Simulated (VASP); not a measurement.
Sc: single point with PBEsol

Sc:

```xyz
2
Lattice="3.1324 0.0000 0.0000 -1.5662 2.7127 0.0000 0.0000 0.0000 4.8448" Properties=species:S:1:pos:R:3 pbc="T T T"
Sc    1.5662    0.9042    3.6336
Sc    0.0000    1.8085    1.2112
```

* Program: VASP 6.6.1
* Task: single point
* Functional: PBEsol
* Potentials or basis: VASP PAW PBE potentials, release 64 (Sc_sv)
* Cutoff: 520 eV
* k mesh: 9 × 9 × 5
* Occupations: fermi-dirac, width 0.05 eV
* Spin: no spin polarisation

| Item | Value |
| --- | --- |
| Pressure | 10.1 GPa |
| Band gap on the k mesh | zero (bands 11 and 12 overlap by 1.86 eV) |

Levels at points of the mesh, in eV from the Fermi level:
```csv
k point,band 9,band 10,band 11,band 12,band 13,band 14
"(0.00, 0.00, 0.00)",-5.42,-1.90,1.20,1.79,1.79,2.18
```

Run time: 12 s on 1 thread of Intel(R) Xeon(R) 6975P-C (Granite Rapids) (shared host), peak memory 0.16 GiB.

Caveat: the cell stands under pressure; the PAW data sets were made with another functional, which shifts forces and pressure a little.
